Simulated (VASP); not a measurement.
Here is a VASP 6.6.1 calculation.

The input INCAR:

```
  ALGO = Normal
  EDIFF = 1E-6
  ENCUT = 520
  GGA = PE
  ISIF = 2
  ISMEAR = -1
  LASPH = True
  LCHARG = False
  LREAL = False
  LWAVE = False
  NBANDS = 22
  NELM = 60
  PREC = Accurate
  SIGMA = 0.05
```

KPOINTS

```
k-points
0
Gamma
  8 8 5
```

File POSCAR:

```
Cd2S
1.0
    3.9626700490      0.0000000000      0.0000000000
   -1.9813350245      3.4317729293      0.0000000000
    0.0000000000      0.0000000000      5.8091920000
Cd S
2 1
Direct
    0.3333333333      0.6666666667      0.9327170000
    0.6666666667      0.3333333333      0.5787350000
    0.3333333333      0.6666666667      0.3657050000
```

Potentials or basis: VASP PAW PBE potentials, release 64 (Cd, S).

Command:

```sh
$ cat potpaw_PBE.64/Cd/POTCAR potpaw_PBE.64/S/POTCAR > POTCAR
$ mpirun -np 1 vasp_std > vasp.out
```

Estimate the pressure.

0.1 GPa.

Estimate the band gap on the k mesh.

0.23 eV, indirect (least direct gap 0.57 eV).

Predict the largest force.

0.053 eV/Å.

Forces on the atoms (eV/Å):
```
Cd   0.000  0.000  0.023
Cd   0.000  0.000 -0.053
S    0.000  0.000  0.030
```

A k mesh can miss the band edges.
